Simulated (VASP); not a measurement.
Write the native input for VASP 6.6.1 that does the following.

| Item | Value |
| --- | --- |
| Task | single point |
| Functional | LDA |
| Potentials or basis | VASP PAW LDA potentials, release 64 (K_sv, F) |
| Cutoff | 520 eV |
| k mesh | 8 × 8 × 8 |
| Occupations | gaussian, width 0.05 eV |
| Spin | no spin polarisation |
| Dipole correction | no |
| Further INCAR settings | ALGO = Normal; EDIFF = 1e-06; NBANDS = 15 |

The structure of KF lies in POSCAR:

```
KF
1.0
    0.0000000000      2.5817196783      2.5817196783
    2.4913594896      0.0000000000      2.5817196783
    2.4913594896      2.5817196783      0.0000000000
K F
1 1
Direct
    0.0000000000      0.0000000000      0.0000000000
    0.5000000000      0.5000000000      0.5000000000
```

This cell differs from its parent crystal: normal strain along x -0.0350, normal strain along z +0.0000.

One way to write it, as run:

INCAR

```
PREC = Accurate
ENCUT = 520
EDIFF = 1E-6
ISMEAR = 0
SIGMA = 0.05
LREAL = F
LASPH = T
NELM = 100
ALGO = Normal
ISIF = 2
LWAVE = F
LCHARG = F
GGA = CA
NBANDS = 15
```

KPOINTS

```
regular mesh
0
Gamma
  8 8 8
```

Potentials or basis: VASP PAW LDA potentials, release 64 (K_sv, F).

Command:

```console
$ cat potpaw_LDA.64/K_sv/POTCAR potpaw_LDA.64/F/POTCAR > POTCAR
$ mpirun -np 1 vasp_std > vasp.out
```

Results of the run:

| Quantity | Value |
| --- | --- |
| Pressure | 2.2 GPa |
| Band gap on the k mesh | 6.47 eV |

Caveat: the cell differs from its parent crystal (normal strain along x -0.0350, normal strain along z +0.0000).

It took 35 s on 1 thread of Intel Xeon 8259CL (shared host), peak memory 0.16 GiB.
